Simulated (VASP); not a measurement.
Input of a VASP 6.6.1 run:

Contents of INCAR:

```
SYSTEM = AlFe
PREC     = Accurate       ! precision mode
ENCUT    = 520            ! plane-wave cutoff, eV
EDIFF    = 1E-6           ! SCF threshold, eV
ISMEAR   = -1             ! smearing method
SIGMA    = 0.05           ! smearing width, eV
LREAL    = .False.        ! projectors in reciprocal space
LASPH    = .True.         ! aspherical terms in the spheres
NELM     = 150            ! most SCF steps
ALGO     = Normal         ! electronic algorithm
ISIF     = 2              ! what is computed and relaxed
LWAVE    = .False.        ! write WAVECAR
LCHARG   = .False.        ! write CHGCAR
ISPIN    = 2              ! spin polarisation
MAGMOM   = 3 0            ! initial moments
LORBIT   = 11             ! projections on sites
LMAXMIX  = 4              ! l up to which the mixer works
GGA      = CA             ! functional
NBANDS   = 16             ! bands
```

The input KPOINTS:

```
Automatic mesh
0
Gamma
  9 9 9
  0 0 0
```

Contents of POSCAR:

```
AlFe
1.0
    2.8132367450      0.0000000000      0.0000000000
    0.0000000000      2.8132367450      0.0000000000
    0.0000000000      0.0000000000      2.8132367450
Fe Al
1 1
Direct
    0.5000000000      0.5000000000      0.5000000000
    0.0000000000      0.0000000000      0.0000000000
```

Potentials or basis: VASP PAW LDA potentials, release 64 (Fe, Al).

Run with:

```console
$ cat potpaw_LDA.64/Fe/POTCAR potpaw_LDA.64/Al/POTCAR > POTCAR
$ mpirun -np 1 vasp_std > vasp.out
```

**Question.** Predict the site moments.

**Answer.** Fe +0.38; Al -0.01 μB.

**Question.** Estimate the net moment.

**Answer.** 0.36 μB per cell.

**Question.** What does it give for the pressure?

**Answer.** 0.2 GPa.
